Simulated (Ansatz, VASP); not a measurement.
## LaO4 in VASP and in Ansatz

The input INCAR:

```
  ALGO = Normal
  EDIFF = 1E-7
  ENCUT = 520
  GGA = PE
  ISIF = 2
  ISMEAR = 0
  LASPH = True
  LCHARG = False
  LREAL = False
  LWAVE = False
  NBANDS = 46
  NELM = 100
  PREC = Accurate
  SIGMA = 0.2
```

KPOINTS

```
k-points
0
Gamma
  6 6 4
```

POSCAR

```
LaO4
1.0
    4.2266821247      0.0000000000      0.0000000000
   -2.1133410623      3.6604140937      0.0000000000
    0.0000000000      0.0000000000      7.6879213855
La O
2 8
Direct
    0.0000000000      0.0000000000      0.2500000000
    0.0000000000      0.0000000000      0.7500000000
    0.3333333333      0.6666666667      0.0908078268
    0.3333333333      0.6666666667      0.5908078268
    0.3333333333      0.6666666667      0.4091921732
    0.3333333333      0.6666666667      0.9091921732
    0.6666666667      0.3333333333      0.4091921732
    0.6666666667      0.3333333333      0.9091921732
    0.6666666667      0.3333333333      0.0908078268
    0.6666666667      0.3333333333      0.5908078268
```

Input for Ansatz:

```yaml
crystal:
  lattice:
    - [4.2266821247, 0.0, 0.0]
    - [-2.1133410623, 3.6604140937, 0.0]
    - [0.0, 0.0, 7.6879213855]
  atoms:
    - { symbol: La, position: [0.0, 0.0, 0.25] }
    - { symbol: La, position: [0.0, 0.0, 0.75] }
    - { symbol: O, position: [0.3333333333, 0.6666666667, 0.0908078268] }
    - { symbol: O, position: [0.3333333333, 0.6666666667, 0.5908078268] }
    - { symbol: O, position: [0.3333333333, 0.6666666667, 0.4091921732] }
    - { symbol: O, position: [0.3333333333, 0.6666666667, 0.9091921732] }
    - { symbol: O, position: [0.6666666667, 0.3333333333, 0.4091921732] }
    - { symbol: O, position: [0.6666666667, 0.3333333333, 0.9091921732] }
    - { symbol: O, position: [0.6666666667, 0.3333333333, 0.0908078268] }
    - { symbol: O, position: [0.6666666667, 0.3333333333, 0.5908078268] }
basis:
  ecutwfc: 420
kpoints:
  mp_grid: { grid: [6, 6, 4] }
hamiltonian:
  xc: pbe
scf:
  occupations: { method: gaussian, width: 0.2 }
  lower_state_search: "off"
output:
  forces: true
  stress: true
  eigenvalues: true
```

Alike in both runs: task single point; functional PBE; k mesh 6 × 6 × 4; occupations gaussian, width 0.2 eV; no spin polarisation.

|  | VASP | Ansatz |
| --- | --- | --- |
| version | VASP 6.6.1 | Ansatz 0.2.0 |
| potentials or method | VASP PAW PBE potentials, release 64 (La, O), cutoff 520 eV | scalar-relativistic, plane waves, PAW |
| valence electrons in the cell | 70 | 70 |

```csv
,VASP,Ansatz,Ansatz less VASP
gap on the k mesh at the Fermi level (eV),none,none,-
pressure (GPa),0.5,0.1,-0.39
"traceless stress, the component that is largest in VASP (GPa)",1.53,-0.07,-1.602
rms of the force components (eV/Å),0.159,0.001,-0.1583
```

Atom by atom the forces differ by 0.158 eV/Å (rms over components). A gap of «none» marks a metal or a gap that the smearing closes.

Spin-orbit coupling is off throughout.
